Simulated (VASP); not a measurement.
# Ti4H (P6/mmm) in VASP: notebook

Ti4H is run at these levels: PBE; tasks: single point.

Program: VASP 6.6.1. These are calculated values, not measurements. Logs are shortened: lines on timing, memory, paths and dates and some standing lists are left out, and cuts for length are marked.

### 1 The cell of the first run

Symmetry: P6/mmm, No. 191, hexagonal system. Conventional cell: a = 4.153 Å, b = 4.153 Å, c = 4.151 Å, α = 90.00°, β = 90.00°, γ = 120.00°. Ti (site symmetry mmm) has 4 Ti at 2.08 Å and 2 H at 2.08 Å within 2.7 Å. Ti (site symmetry 6/mmm) has 2 H at 2.08 Å within 2.7 Å. H (site symmetry 6/mmm) has 8 Ti at 2.08 Å within 2.7 Å.

The cell was built from a structure type or drawn by symmetry, and may not be a known phase.

### 2 Single point, PBE

Input file INCAR:

```
PREC     = Accurate       # precision mode
ENCUT    = 520            # plane-wave cutoff, eV
EDIFF    = 1E-7           # SCF threshold, eV
ISMEAR   = 0              # smearing method
SIGMA    = 0.1            # smearing width, eV
LREAL    = F              # projectors in reciprocal space
LASPH    = T              # aspherical terms in the spheres
NELM     = 80             # most SCF steps
ALGO     = Normal         # electronic algorithm
ISIF     = 2              # what is computed and relaxed
LWAVE    = F              # write WAVECAR
LCHARG   = F              # write CHGCAR
GGA      = PE             # functional
NBANDS   = 32             # bands
```

Input file KPOINTS:

```
regular mesh
0
Gamma
  6 6 4
```

Input file POSCAR:

```
Ti4H
1.0
    4.1529838000      0.0000000000      0.0000000000
   -2.0764919000      3.5965894700      0.0000000000
    0.0000000000      0.0000000000      4.1513010400
Ti H
4 1
Direct
    0.5000000000      0.0000000000      0.0000000000
    0.0000000000      0.5000000000      0.0000000000
    0.5000000000      0.5000000000      0.0000000000
    0.0000000000      0.0000000000      0.5000000000
    0.0000000000      0.0000000000      0.0000000000
```

Potentials or basis: VASP PAW PBE potentials, release 64 (Ti_sv, H).

Command:

```bash
$ cat potpaw_PBE.64/Ti_sv/POTCAR potpaw_PBE.64/H/POTCAR > POTCAR
$ mpirun -np 1 vasp_std > vasp.out
```

OUTCAR:

```text
PREC = Accurate
   ENCUT = 520
   EDIFF = 1E-7
   ISMEAR = 0
   LREAL = F
   LASPH = T
   NELM = 80
   ISIF = 2
   GGA = PE

 ion  position               nearest neighbor table
   1  0.500  0.000  0.000-   2 2.08   3 2.08   3 2.08   2 2.08
   2  0.000  0.500  0.000-   1 2.08   1 2.08   3 2.08   3 2.08
   3  0.500  0.500  0.000-   1 2.08   1 2.08   2 2.08   2 2.08
   4  0.000  0.000  0.500-
   5  0.000  0.000  0.000-

  LATTYP: Found a hexagonal cell.
 ALAT       =     4.1529838000
 C/A-ratio  =     0.9995948070

  Lattice vectors:

 A1 = (   4.1529838000,   0.0000000000,   0.0000000000)
 A2 = (  -2.0764919000,   3.5965894700,   0.0000000000)
 A3 = (   0.0000000000,   0.0000000000,   4.1513010400)

Analysis of symmetry for initial positions (statically):
=====================================================================
 Subroutine PRICEL returns:
 Original cell was already a primitive cell.

 Routine SETGRP: Setting up the symmetry group for a
 hexagonal supercell.

 Subroutine GETGRP returns: Found 24 space group operations
 (whereof 24 operations were pure point group operations)
 out of a pool of 24 trial point group operations.

The static configuration has the point symmetry D_6h.

Analysis of symmetry for dynamics (positions and initial velocities):
=====================================================================
 Subroutine PRICEL returns:
 Original cell was already a primitive cell.

 Routine SETGRP: Setting up the symmetry group for a
 hexagonal supercell.

 Subroutine GETGRP returns: Found 24 space group operations
 (whereof 24 operations were pure point group operations)
 out of a pool of 24 trial point group operations.

The dynamic configuration has the point symmetry D_6h.

 Subroutine INISYM returns: Found 24 space group operations
 (whereof 24 operations are pure point group operations),
 and found     1 'primitive' translations

----------------------------------------------------------------------------------------

                                     Primitive cell

  volume of cell :      62.0062

  direct lattice vectors                    reciprocal lattice vectors
     4.152983800  0.000000000  0.000000000     0.240790730  0.139020593  0.000000000
    -2.076491900  3.596589470  0.000000000     0.000000000  0.278041186  0.000000000
     0.000000000  0.000000000  4.151301040     0.000000000  0.000000000  0.240888336

  length of vectors
     4.152983800  4.152983798  4.151301040     0.278041185  0.278041186  0.240888336

  position of ions in fractional coordinates (direct lattice)
     0.500000000  0.000000000  0.000000000
     0.000000000  0.500000000  0.000000000
     0.500000000  0.500000000  0.000000000
     0.000000000  0.000000000  0.500000000
     0.000000000  0.000000000  0.000000000

  ion indices of the primitive-cell ions
   primitive index   ion index
                 1           1
                 2           2
                 3           3
                 4           4
                 5           5

----------------------------------------------------------------------------------------

 KPOINTS: regular mesh

Automatic generation of k-mesh.
 Grid dimensions read from file:
 generate k-points for:    6    6    4

 Generating k-lattice:

  Cartesian coordinates                     Fractional coordinates (reciprocal lattice)
     0.040131788  0.023170099  0.000000000     0.166666667  0.000000000  0.000000000
     0.000000000  0.046340198  0.000000000     0.000000000  0.166666667  0.000000000
     0.000000000  0.000000000  0.060222084     0.000000000  0.000000000  0.250000000

  Length of vectors
     0.046340198  0.046340198  0.060222084

  Shift w.r.t. Gamma in fractional coordinates (k-lattice)
     0.000000000  0.000000000  0.000000000

 Subroutine IBZKPT returns following result:
 ===========================================

 Found     21 irreducible k-points:

 Following reciprocal coordinates:
            Coordinates               Weight
  0.000000  0.000000  0.000000      1.000000
  0.166667  0.000000  0.000000      6.000000
  0.333333 -0.000000  0.000000      6.000000
  0.500000 -0.000000  0.000000      3.000000
  0.166667  0.166667  0.000000      6.000000
  0.333333  0.166667  0.000000     12.000000
[... 13 lines left out ...]
  0.333333  0.166667  0.500000     12.000000
  0.333333  0.333333  0.500000      2.000000
   k-points           NKPTS =     21   k-points in BZ     NKDIM =     21   number of bands    NBANDS=     32
   number of dos      NEDOS =    301   number of ions     NIONS =      5
   total plane-waves  NPLWV =  32768
   dimension x,y,z NGX =    32 NGY =   32 NGZ =   32
   dimension x,y,z NGXF=    64 NGYF=   64 NGZF=   64
   ions per type =               4   1
   NGX,Y,Z   is equivalent  to a cutoff of  12.81, 12.81, 12.81 a.u.
   NGXF,Y,Z  is equivalent  to a cutoff of  25.62, 25.62, 25.63 a.u.
 SYSTEM =  unknown system
   PREC   = accura    normal or accurate (medium, high low for compatibility)
   ISTART =      0    job   : 0-new  1-cont  2-samecut
   ICHARG =      2    charge: 1-file 2-atom 10-const
   ISPIN  =      1    spin polarized calculation?
   LNONCOLLINEAR =      F non collinear calculations
   LSORBIT =      F    spin-orbit coupling
   LASPH  =      T    aspherical Exc in radial PAW
   ENCUT  =  520.0 eV  38.22 Ry    6.18 a.u.   7.72  7.72  7.72*2*pi/ulx,y,z
   NELM   =     80;   NELMIN=  2; NELMDL= -5     # of ELM steps
   EDIFF  = 0.1E-06   stopping-criterion for ELM
   LREAL  =      F    real-space projection
   EDIFFG = 0.1E-05   stopping-criterion for IOM
   NSW    =      0    number of steps for IOM
   IBRION =     -1    ionic relax: 0-MD 1-quasi-New 2-CG
   NFREE  =      0    steps in history (QN), initial steepest desc. (CG)
   ISIF   =      2    stress and relaxation
   ISYM   =      2    0-nonsym 1-usesym 2-fastsym
   POTIM  = 0.5000    time-step for ionic-motion
   TEBEG  =    0.0;   TEEND  =   0.0 temperature during run
   PSTRESS=    0.0 pullay stress
   NELECT =      49.0000    total number of electrons
   NUPDOWN=      -1.0000    fix difference up-down
   EMIN   =  10.00;   EMAX   =-10.00  energy-range for DOS
   EFERMI =   0.00;   METHOD = LEGACY
   ISMEAR =     0;   SIGMA  =   0.10  broadening in eV -4-tet -1-fermi 0-gaus
   EFERMI_NEDOS =   21; number of points for ismear=-14 and -15
   IALGO  =     38    algorithm
   IMIX   =      4    mixing-type and parameters
     AMIX     =   0.40;   BMIX     =  1.00
     AMIX_MAG =   1.60;   BMIX_MAG =  1.00
  volume/ion in A,a.u.               =      12.40        83.69
  Fermi-wavevector in a.u.,A,eV,Ry     =   1.513544  2.860184 31.168440  2.290816
  Thomas-Fermi vector in A             =   2.623321
   LORBIT       =      0    0 simple, 1 ext, 2 COOP (PROOUT), +10 PAW based schemes
   GGA     = PE    functional components
   LHFCALC =     F    Hartree Fock is set to
   AEXX    =    0.0000 exact exchange contribution
   IVDW    =     0    specifies the selected vdW correction
   LEPSILON=     F    determine dielectric tensor
   LRPA    =     F    only Hartree local field effects (RPA)
 non-spin polarized calculation
 Gauss-broadening in eV      SIGMA  =   0.10
  energy-cutoff  :      520.00
  volume of cell :       62.01
 maximum number of plane-waves:      1708
 NGX is ok and might be reduce to    32
   NGX = 15   NGY = 15   NGZ = 15

 number of electron      49.0000004 magnetization

 Free energy of the ion-electron system (eV)
  ---------------------------------------------------
  ext. energy  EPLUGINS =         0.00000000
  ---------------------------------------------------
  free energy    TOTEN  =       -26.84605727 eV

  energy without entropy =      -26.81120914  energy(sigma->0) =      -26.82863321

 E-fermi :   9.4111     XC(G=0): -11.8645

 val. band max:        9.4046145884   @ k =   0.0000   0.0000   0.0000
 cond. band min:       9.4141176833   @ k =   0.1667   0.1667   0.5000
 fundamental gap:      0.0095030950
 Fermi energy:         9.4110561529

 k-point     1 :       0.0000    0.0000    0.0000
  band No.  band energies     occupation
      1     -47.5235      2.00000
      2     -47.3206      2.00000
      3     -45.5824      2.00000
      4     -45.5824      2.00000
      5     -26.5365      2.00000
      6     -24.2800      2.00000
[... 24 lines left out ...]
     31      14.0062      0.00000
     32      14.0062      0.00000

 k-point     2 :       0.1667    0.0000    0.0000
  band No.  band energies     occupation
      1     -47.5135      2.00000
      2     -47.2406      2.00000
      3     -45.7054      2.00000
      4     -45.5858      2.00000
      5     -26.2428      2.00000
      6     -24.2318      2.00000
[... 24 lines left out ...]
     31      12.9164      0.00000
     32      13.3539      0.00000

 k-point     3 :       0.3333   -0.0000    0.0000
  band No.  band energies     occupation
      1     -47.5035      2.00000
      2     -47.0111      2.00000
      3     -46.0097      2.00000
      4     -45.5924      2.00000
      5     -25.5775      2.00000
      6     -23.9873      2.00000
[... 24 lines left out ...]
     31      12.0657      0.00000
     32      12.4136      0.00000

 k-point     4 :       0.5000   -0.0000    0.0000
  band No.  band energies     occupation
      1     -47.5008      2.00000
      2     -46.8131      2.00000
      3     -46.2423      2.00000
      4     -45.5957      2.00000
      5     -25.2304      2.00000
      6     -23.8728      2.00000
[... 24 lines left out ...]
     31      11.9542      0.00000
     32      12.1348      0.00000

 k-point     5 :       0.1667    0.1667    0.0000
  band No.  band energies     occupation
      1     -47.5054      2.00000
      2     -47.0808      2.00000
      3     -45.9211      2.00000
      4     -45.5918      2.00000
      5     -25.7309      2.00000
      6     -24.1541      2.00000
[... 479 lines left out ...]
     31      11.8435      0.00000
     32      12.2550      0.00000

 k-point    19 :       0.1667    0.1667    0.5000
  band No.  band energies     occupation
      1     -47.4993      2.00000
      2     -47.0861      2.00000
      3     -45.9208      2.00000
      4     -45.5917      2.00000
      5     -25.7298      2.00000
      6     -24.1815      2.00000
[... 24 lines left out ...]
     31      12.4992      0.00000
     32      13.4737      0.00000

 k-point    20 :       0.3333    0.1667    0.5000
  band No.  band energies     occupation
      1     -47.4990      2.00000
      2     -46.8148      2.00000
      3     -46.2383      2.00000
      4     -45.5985      2.00000
      5     -25.0702      2.00000
      6     -23.9610      2.00000
[... 24 lines left out ...]
     31      12.0089      0.00000
     32      12.2991      0.00000

 k-point    21 :       0.3333    0.3333    0.5000
  band No.  band energies     occupation
      1     -47.4989      2.00000
      2     -46.5331      2.00000
      3     -46.5331      2.00000
      4     -45.6032      2.00000
      5     -24.2380      2.00000
      6     -24.2380      2.00000
[... 24 lines left out ...]
     31      11.2632      0.00000
     32      11.2632      0.00000

------------------------ aborting loop because EDIFF is reached ----------------------------------------

  FORCE on cell =-STRESS in cart. coord.  units (eV):
  Direction    XX          YY          ZZ          XY          YZ          ZX
  --------------------------------------------------------------------------------------
  -------------------------------------------------------------------------------------
  Total       24.7731415     24.7731415      2.5111737      0.0000000      0.0000000      0.0000000
  in kB      640.1125358    640.1125350     64.8861487      0.0000000      0.0000000      0.0000000
  external PRESSURE =     448.3704065 kB  Pullay stress =       0.0000000 kB

 VOLUME and BASIS-vectors are now :
 -----------------------------------------------------------------------------
  energy-cutoff  :      520.00
  volume of cell :       62.01
      direct lattice vectors                 reciprocal lattice vectors
     4.152983800  0.000000000  0.000000000     0.240790730  0.139020593  0.000000000
    -2.076491900  3.596589470  0.000000000     0.000000000  0.278041186  0.000000000
     0.000000000  0.000000000  4.151301040     0.000000000  0.000000000  0.240888336

 POSITION                                       TOTAL-FORCE (eV/Angst)
 -----------------------------------------------------------------------------------
      2.07649      0.00000      0.00000         0.000000      0.000000      0.000000
     -1.03825      1.79829      0.00000        -0.000000      0.000000      0.000000
      1.03825      1.79829      0.00000        -0.000000      0.000000      0.000000
      0.00000      0.00000      2.07565        -0.000000      0.000000      0.000000
      0.00000      0.00000      0.00000        -0.000000      0.000000      0.000000
 -----------------------------------------------------------------------------------
    total drift:                               -0.000000      0.000000     -0.000000

  FREE ENERGIE OF THE ION-ELECTRON SYSTEM (eV)
  ---------------------------------------------------
  free  energy   TOTEN  =       -26.8460572715 eV

  energy  without entropy=      -26.8112091393  energy(sigma->0) =      -26.82863321
```

Wall time 25 s (1 thread of Intel Xeon 6975P-C (Granite Rapids), shared host); peak memory 0.18 GiB.

Results:

```
Free energy            : -26.8461 eV
Pressure               : 44.8 GPa
Band gap on the k mesh : zero (an odd number of electrons rules out a gap without spin polarisation)
```

Levels at points of the mesh, in eV from the Fermi level:
| k point | band 21 | band 22 | band 23 | band 24 | band 25 | band 26 | band 27 | band 28 | band 29 | band 30 |
| --- | --- | --- | --- | --- | --- | --- | --- | --- | --- | --- |
| (0.00, 0.00, 0.00) | -1.90 | -1.90 | -1.79 | -1.79 | -0.01 | -0.01 | 2.40 | 2.76 | 3.21 | 3.21 |
| (0.50, 0.00, 0.00) | -1.69 | -1.27 | -0.80 | -0.56 | -0.41 | 1.05 | 1.55 | 1.57 | 2.01 | 2.50 |
| (0.00, 0.00, 0.50) | -1.68 | -1.68 | -0.91 | -0.91 | -0.22 | 0.38 | 0.38 | 0.52 | 0.52 | 0.75 |
| (0.50, 0.00, 0.50) | -1.78 | -1.39 | -0.44 | -0.07 | 0.61 | 0.68 | 1.00 | 1.60 | 2.16 | 2.39 |

Caveat: the k points lie up to 0.38 Å⁻¹ apart, too coarse for converged energies and pressures of a metal; atoms lie so close that the PAW spheres overlap strongly, which falsifies energies and pressures.

### 3 Single point, PBE

This run uses another cell than the first one, of 15.43 Å³/atom.

Input file INCAR:

```
ALGO = Normal
EDIFF = 1E-6
ENCUT = 520
GGA = PE
ISIF = 2
ISMEAR = 0
LASPH = True
LCHARG = False
LREAL = False
LWAVE = False
NBANDS = 32
NELM = 100
PREC = Accurate
SIGMA = 0.1
```

Input file KPOINTS:

```
k-points
0
Gamma
  6 6 4
```

POSCAR, as its differences from that of step 2:

```diff
@@ -2,5 +2,5 @@
 1.0
-    4.1529838000      0.0000000000      0.0000000000
-   -2.0764919000      3.5965894700      0.0000000000
-    0.0000000000      0.0000000000      4.1513010400
+    5.3567867278      0.0000000000      0.0000000000
+   -2.6783933639      4.6391133889      0.0000000000
+    0.0000000000      0.0000000000      3.1050800555
 Ti H
```

Potentials or basis: VASP PAW PBE potentials, release 64 (Ti_sv, H).

Command:

```bash
$ cat potpaw_PBE.64/Ti_sv/POTCAR potpaw_PBE.64/H/POTCAR > POTCAR
$ mpirun -np 1 vasp_std > vasp.out
```

It took 24 s on 1 thread of Intel Xeon 6975P-C (Granite Rapids), shared host; peak memory 0.19 GiB.

The run converged. Its results:

| Property | Result |
| --- | --- |
| Free energy | -32.8152 eV |
| Pressure | -0.1 GPa |
| Band gap on the k mesh | zero (an odd number of electrons rules out a gap without spin polarisation) |

Levels at points of the mesh, in eV from the Fermi level:
```
           k point  band 23  band 24  band 25  band 26  band 27  band 28
(0.00, 0.00, 0.00)     0.02     0.02     0.51     0.54     0.54     0.99
(0.50, 0.00, 0.00)    -0.39    -0.34     0.33     0.37     0.43     0.79
(0.00, 0.00, 0.50)    -0.62    -0.62    -0.52    -0.52     0.90     0.90
(0.50, 0.00, 0.50)    -0.87    -0.36    -0.34     0.43     0.73     1.04
```

Caveat: the k points lie up to 0.51 Å⁻¹ apart, too coarse for converged energies and pressures of a metal.
